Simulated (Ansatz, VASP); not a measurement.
# MgI2 in VASP and in Ansatz

File INCAR:

```
ALGO = Normal ; EDIFF = 1E-6
ENCUT = 520 ; GGA = PE
ISIF = 2 ; ISMEAR = 0
IVDW = 12 ; LASPH = True
LCHARG = False ; LREAL = False
LWAVE = False ; NBANDS = 15
NELM = 100 ; PREC = Accurate
SIGMA = 0.05
```

KPOINTS

```
k-points
0
Gamma
  6 6 4
```

File POSCAR:

```
MgI2
1.0
    3.8214041117      0.0000000000      0.0000000000
   -1.9107020558      3.3094330388      0.0000000000
    0.0000000000      0.0000000000      6.3130400000
Mg I
1 2
Direct
    0.0000000000      0.0000000000      0.0000000000
    0.3333333333      0.6666666667      0.7576300000
    0.6666666667      0.3333333333      0.2423700000
```

Input for Ansatz:

```yaml
crystal:
  lattice:
    - [3.8214041117, 0.0, 0.0]
    - [-1.9107020558, 3.3094330388, 0.0]
    - [0.0, 0.0, 6.31304]
  atoms:
    - { symbol: Mg, position: [0.0, 0.0, 0.0] }
    - { symbol: I, position: [0.3333333333, 0.6666666667, 0.75763] }
    - { symbol: I, position: [0.6666666667, 0.3333333333, 0.24237] }
basis:
  ecutwfc: 420
kpoints:
  mp_grid: { grid: [6, 6, 4] }
hamiltonian:
  xc: pbe
  dispersion: d3bj
scf:
  occupations: { method: gaussian, width: 0.05 }
output:
  forces: true
  stress: true
  eigenvalues: true
  write_density: true
  write_potential: true
  elf: true
  volumetric_format: npy
```

Change from the starting cell: strain -0.080 along x and y, -0.080 along z, atoms carried along.

Alike in both runs: task single point; functional PBE; dispersion D3(BJ); k mesh 6 × 6 × 4; occupations gaussian, width 0.05 eV; no spin polarisation.

```csv
,VASP,Ansatz
version,VASP 6.6.1,Ansatz 0.2.0
potentials or method,"VASP PAW PBE potentials, release 64 (Mg, I), cutoff 520 eV","scalar-relativistic, plane waves, PAW"
valence electrons in the cell,16,44
```

VASP gave:

```
gap on the k mesh at the Fermi level (eV)                     : 3.39
least direct gap on the mesh (eV)                             : 4.15
pressure (GPa)                                                : 12.9
traceless stress, the component that is largest in VASP (GPa) : -0.17
rms of the force components (eV/Å)                            : 0.817
```

**Question.** Which values does Ansatz return?

**Answer.** gap on the k mesh at the Fermi level (eV): 3.41; least direct gap on the mesh (eV): 4.17; pressure (GPa): 12.9; traceless stress, the component that is largest in VASP (GPa): -0.18; rms of the force components (eV/Å): 0.817.

Atom by atom the forces differ by 0.000 eV/Å (rms over components). VASP's potentials hold 16 valence electrons a cell and Ansatz's 44, so a difference there can come from the potentials and not from the codes.

Spin-orbit coupling is off throughout.
